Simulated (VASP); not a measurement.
# Sc (P6_3/mmc) in VASP: further runs, part 2 of 2

VASP 6.6.1. Earlier steps stand in the parts before.

## 3. Relaxation of cell and atoms, LDA

Contents of INCAR:

```
ALGO = Normal
EDIFF = 1E-6
EDIFFG = -0.001
ENCUT = 600
IBRION = 2
ISIF = 3
ISMEAR = -1
LASPH = True
LCHARG = False
LREAL = False
LWAVE = False
NELM = 60
NSW = 80
PREC = Accurate
SIGMA = 0.15
```

Contents of KPOINTS:

```
k-points
0
Gamma
  12 12 8
```

Contents of POSCAR:

```
Sc
1.0
    3.2295365112      0.0000000028      0.0000000000
   -1.6147682580      2.7968606597      0.0000000000
    0.0000000000      0.0000000000      4.9860880419
Sc
2
Direct
    0.3333333333      0.6666666667      0.2500000000
    0.6666666667      0.3333333333      0.7500000000
```

Potentials or basis: VASP PAW LDA potentials, release 64 (Sc_sv).

Run with:

```console
cat potpaw_LDA.64/Sc_sv/POTCAR > POTCAR
mpirun -np 1 vasp_std > vasp.out
```

OUTCAR:

```text
EDIFF = 1E-6
   EDIFFG = -0.001
   ENCUT = 600
   IBRION = 2
   ISIF = 3
   ISMEAR = -1
   LASPH = True
   LREAL = False
   NELM = 60
   NSW = 80
   PREC = Accurate

 ion  position               nearest neighbor table
   1  0.333  0.667  0.250-   2 3.11   2 3.11   2 3.11   2 3.11   2 3.11   2 3.11
   2  0.667  0.333  0.750-   1 3.11   1 3.11   1 3.11   1 3.11   1 3.11   1 3.11

  LATTYP: Found a hexagonal cell.
 ALAT       =     3.2295365112
 C/A-ratio  =     1.5439020505

  Lattice vectors:

 A1 = (   3.2295365112,   0.0000000028,   0.0000000000)
 A2 = (  -1.6147682580,   2.7968606597,   0.0000000000)
 A3 = (   0.0000000000,   0.0000000000,   4.9860880419)

Analysis of symmetry for initial positions (statically):
=====================================================================
 Subroutine PRICEL returns:
 Original cell was already a primitive cell.

 Routine SETGRP: Setting up the symmetry group for a
 hexagonal supercell.

 Subroutine GETGRP returns: Found 24 space group operations
 (whereof 12 operations were pure point group operations)
 out of a pool of 24 trial point group operations.

The static configuration has the point symmetry D_3d.
 The point group associated with its full space group is D_6h.

Analysis of symmetry for dynamics (positions and initial velocities):
=====================================================================
 Subroutine PRICEL returns:
 Original cell was already a primitive cell.

 Routine SETGRP: Setting up the symmetry group for a
 hexagonal supercell.

 Subroutine GETGRP returns: Found 24 space group operations
 (whereof 12 operations were pure point group operations)
 out of a pool of 24 trial point group operations.

The dynamic configuration has the point symmetry D_3d.
 The point group associated with its full space group is D_6h.

 Subroutine INISYM returns: Found 24 space group operations
 (whereof 12 operations are pure point group operations),
 and found     1 'primitive' translations

----------------------------------------------------------------------------------------
[... 149 lines left out ...]
  -------------------------------------------------------------------------------------
  Total        0.0640801      0.0640801      0.2889185      0.0000000     -0.0000000      0.0000000
  in kB        2.2796224      2.2796224     10.2781487      0.0000000     -0.0000000      0.0000000
  external PRESSURE =       4.9457979 kB  Pullay stress =       0.0000000 kB
[... 89 lines left out ...]
  FREE ENERGIE OF THE ION-ELECTRON SYSTEM (eV)
  ---------------------------------------------------
  free  energy   TOTEN  =       -13.5785239176 eV

  energy  without entropy=      -13.3348506456  energy(sigma->0) =      -13.45668728

[... ionic steps 4 to 45 ...]

--------------------------------------- Ionic step       46  -------------------------------------------

 number of electron      22.0000006 magnetization

------------------------ aborting loop because EDIFF is reached ----------------------------------------
[... 67 lines left out ...]
--------------------------------------- Ionic step       48  -------------------------------------------

 number of electron      22.0000006 magnetization

 Free energy of the ion-electron system (eV)
  ---------------------------------------------------
  ext. energy  EPLUGINS =         0.00000000
  ---------------------------------------------------
  free energy    TOTEN  =       -13.57873250 eV

  energy without entropy =      -13.33434452  energy(sigma->0) =      -13.45653851

 E-fermi :   3.9516     XC(G=0): -10.4840

 val. band max:        3.9480834965   @ k =   0.2500   0.0833   0.3750
 cond. band min:       3.9670230384   @ k =   0.2500   0.1667   0.2500
 fundamental gap:      0.0189395419
 Fermi energy:         3.9516470870

 k-point     1 :       0.0000    0.0000    0.0000
  band No.  band energies     occupation
      1     -44.6532      2.00000
      2     -44.5472      2.00000
      3     -23.9173      2.00000
      4     -23.4402      2.00000
      5     -23.4402      2.00000
      6     -23.3519      2.00000
      7     -23.3519      2.00000
      8     -23.3265      2.00000
      9      -1.2692      2.00000
     10       2.1903      1.99998
     11       4.8431      0.00524
     12       5.5915      0.00004
     13       5.5915      0.00004
     14       5.8647      0.00001
[... 401 lines left out ...]
      2     -44.5353      2.00000
      3     -23.7820      2.00000
      4     -23.6753      2.00000
      5     -23.6286      2.00000
      6     -23.5212      2.00000
      7     -23.4128      2.00000
      8     -23.3954      2.00000
      9       1.0357      2.00000
     10       3.1279      1.99179
     11       3.4700      1.92248
     12       4.0806      0.59468
     13       5.3742      0.00015
     14       5.5805      0.00004
     15       5.6637      0.00002

 [... further k-points ...]

------------------------ aborting loop because EDIFF is reached ----------------------------------------

  FORCE on cell =-STRESS in cart. coord.  units (eV):
  Direction    XX          YY          ZZ          XY          YZ          ZX
  --------------------------------------------------------------------------------------
  -------------------------------------------------------------------------------------
  Total       -0.0008771     -0.0008771     -0.0013966     -0.0000000      0.0000000     -0.0000000
  in kB       -0.0309352     -0.0309352     -0.0492584     -0.0000000      0.0000000     -0.0000000
  external PRESSURE =      -0.0370429 kB  Pullay stress =       0.0000000 kB
[... 17 lines left out ...]
  FREE ENERGIE OF THE ION-ELECTRON SYSTEM (eV)
  ---------------------------------------------------
  free  energy   TOTEN  =       -13.5787325045 eV

  energy  without entropy=      -13.3343445248  energy(sigma->0) =      -13.45653851

 reached required accuracy - stopping structural energy minimisation
```

OSZICAR:

```text
N       E                     dE             d eps       ncg     rms          rms(c)
DAV:   1     0.404962712497E+03    0.40496E+03   -0.11809E+04  2858   0.182E+03
DAV:   2     0.114751727589E+02   -0.39349E+03   -0.38734E+03  4085   0.678E+02
DAV:   3    -0.143986582565E+02   -0.25874E+02   -0.25216E+02  4862   0.217E+02
[... 243 lines left out ...]
DAV:   2    -0.135787324882E+02   -0.12703E-07   -0.22961E-07  1425   0.119E-02
  47 F= -.13578732E+02 E0= -.13456540E+02  d E =-.783803E-07
       N       E                     dE             d eps       ncg     rms          rms(c)
DAV:   1    -0.135787325009E+02   -0.25459E-07   -0.16227E-07  1425   0.815E-03    0.437E-04
DAV:   2    -0.135787325045E+02   -0.35793E-08   -0.58995E-08  1425   0.635E-03
  48 F= -.13578733E+02 E0= -.13456539E+02  d E =-.947157E-07
```

Wall time 19 min (1 thread of Intel Xeon 8259CL, shared host); peak memory 0.22 GiB.

Results:

```yaml
Free_energy: -13.5787 eV
Relaxed_volume: 22.71 Å³/atom
Relaxed_cell: a = 3.227 Å, b = 3.227 Å, c = 5.036 Å, α = 90.00°, β = 90.00°, γ = 120.00°
Space_group_after_relaxing_to_0.1_Å: P6_3/mmc (No. 194)
Energy_gained_by_relaxing: 0.7 meV/atom
Ionic_steps: 48
Pressure_after_relaxing: 0.0 GPa
Band_gap_on_the_k_mesh: zero (bands 11 and 12 overlap by 1.59 eV)
```

The path:
```csv
step,energy change (eV),largest force (eV/Å),pressure (GPa),volume (Å³)
1,0.0000,0.0000,0.49,45.04
3,-0.0012,0.0000,-0.11,45.51
5,-0.0014,0.0000,0.03,45.39
7,-0.0014,0.0000,0.01,45.42
9,-0.0014,0.0000,0.02,45.40
11,-0.0014,0.0000,0.02,45.43
13,-0.0014,0.0000,-0.03,45.43
15,-0.0014,0.0000,0.00,45.41
17,-0.0014,0.0000,0.02,45.41
19,-0.0014,0.0000,-0.01,45.45
21,-0.0014,0.0000,-0.02,45.43
23,-0.0014,0.0000,-0.03,45.42
25,-0.0014,0.0000,0.00,45.42
27,-0.0014,0.0000,-0.01,45.42
29,-0.0014,0.0000,0.01,45.41
31,-0.0014,0.0000,0.03,45.42
33,-0.0014,0.0000,0.01,45.42
35,-0.0014,0.0000,-0.02,45.43
37,-0.0014,0.0000,-0.02,45.42
39,-0.0014,0.0000,0.00,45.42
41,-0.0014,0.0000,0.02,45.42
43,-0.0014,0.0000,-0.01,45.43
45,-0.0014,0.0000,-0.01,45.43
47,-0.0014,0.0000,0.00,45.43
48,-0.0014,0.0000,0.00,45.43
```

Final structure:
```
Sc
1.0
     3.22745    0.00000    0.00000
    -1.61373    2.79506    0.00000
     0.00000    0.00000    5.03565
Sc
2
Direct
  0.33333 0.66667 0.25000
  0.66667 0.33333 0.75000
```

Levels at points of the mesh, in eV from the Fermi level:
```csv
k point,band 8,band 9,band 10,band 11,band 12,band 13,band 14,band 15
"(0.00, 0.00, 0.00)",-27.28,-5.22,-1.76,0.89,1.64,1.64,1.91,2.14
"(0.50, 0.00, 0.00)",-27.36,-1.64,-1.16,-0.80,-0.24,1.36,1.39,1.98
"(0.00, 0.00, 0.50)",-27.35,-3.58,-3.58,0.99,0.99,1.55,1.55,1.55
"(0.50, 0.00, 0.50)",-27.42,-1.60,-1.60,0.08,0.08,1.48,1.48,2.51
```
